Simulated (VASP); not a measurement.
Write the native input for VASP 6.6.1 that does the following.

| Item | Value |
| --- | --- |
| Task | single point |
| Functional | PBEsol |
| Potentials or basis | VASP PAW PBE potentials, release 64 (Zn, O) |
| Cutoff | 520 eV |
| k mesh | 9 × 9 × 6 |
| Occupations | gaussian, width 0.02 eV |
| Spin | no spin polarisation |
| Dipole correction | no |
| Further INCAR settings | ALGO = Normal; EDIFF = 1e-07; NBANDS = 26 |

The structure of ZnO (sol) lies in POSCAR:

```
ZnO
1.0
    3.2309721498      0.0000000000      0.0000000000
   -1.6154860749      2.7981039606      0.0000000000
    0.0000000000      0.0000000000      5.2154102488
Zn O
2 2
Direct
    0.3333333333      0.6666666667      0.0020260005
    0.6666666667      0.3333333333      0.5020260005
    0.3333333333      0.6666666667      0.3809739995
    0.6666666667      0.3333333333      0.8809739995
```

These files were run (other wordings do the same):

INCAR

```
PREC = Accurate
ENCUT = 520
EDIFF = 1E-7
ISMEAR = 0
SIGMA = 0.02
LREAL = False
LASPH = True
NELM = 100
ALGO = Normal
ISIF = 2
LWAVE = False
LCHARG = False
GGA = PS
NBANDS = 26
```

KPOINTS

```
Automatic mesh
0
Gamma
  9 9 6
```

Potentials or basis: VASP PAW PBE potentials, release 64 (Zn, O).

Launch:

```console
$ cat potpaw_PBE.64/Zn/POTCAR potpaw_PBE.64/O/POTCAR > POTCAR
$ mpirun -np 1 vasp_std > vasp.out
```

It gave:

The pressure is 0.9 GPa and the band gap on the k mesh is 0.69 eV, direct.

Caveat: the PAW data sets were made with another functional, which shifts forces and pressure a little.

It took 28 s on 1 thread of Intel(R) Xeon(R) Platinum 8488C (Sapphire Rapids), on a shared host, peak memory 0.18 GiB.
